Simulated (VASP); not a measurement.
A run of VASP 6.6.1:

INCAR

```
PREC = Accurate
ENCUT = 520
EDIFF = 1E-7
ISMEAR = 0
SIGMA = 0.1
LREAL = F
LASPH = T
NELM = 60
ALGO = Normal
ISIF = 2
LWAVE = F
LCHARG = F
GGA = PE
NBANDS = 46
```

File KPOINTS:

```
regular mesh
0
Gamma
  4 4 4
```

File POSCAR:

```
CsBe3S3
1.0
    6.2157797375      0.0000000000      0.0000000000
    0.0000000000      6.2157797375      0.0000000000
    0.0000000000      0.0000000000      6.2157797375
Cs Be S
2 6 6
Direct
    0.5000000000      0.5000000000      0.5000000000
    0.0000000000      0.0000000000      0.0000000000
    0.5000000000      0.0000000000      0.7500000000
    0.7500000000      0.5000000000      0.0000000000
    0.0000000000      0.7500000000      0.5000000000
    0.5000000000      0.0000000000      0.2500000000
    0.2500000000      0.5000000000      0.0000000000
    0.0000000000      0.2500000000      0.5000000000
    0.0000000000      0.5000000000      0.7500000000
    0.7500000000      0.0000000000      0.5000000000
    0.5000000000      0.7500000000      0.0000000000
    0.0000000000      0.5000000000      0.2500000000
    0.2500000000      0.0000000000      0.5000000000
    0.5000000000      0.2500000000      0.0000000000
```

Potentials or basis: VASP PAW PBE potentials, release 64 (Cs_sv, Be, S).

The run is started by

```console
$ cat potpaw_PBE.64/Cs_sv/POTCAR potpaw_PBE.64/Be/POTCAR potpaw_PBE.64/S/POTCAR > POTCAR
$ mpirun -np 1 vasp_std > vasp.out
```

Hardware: 1 thread of AMD EPYC 9R45 96-Core Processor (Zen 5) (shared host).

Task: Estimate the wall time of this run.

Result: Wall time 85 s on 1 thread of AMD EPYC 9R45 96-Core Processor (Zen 5), on a shared host, peak memory 0.34 GiB. Counts: scf iterations 16, k points 10.
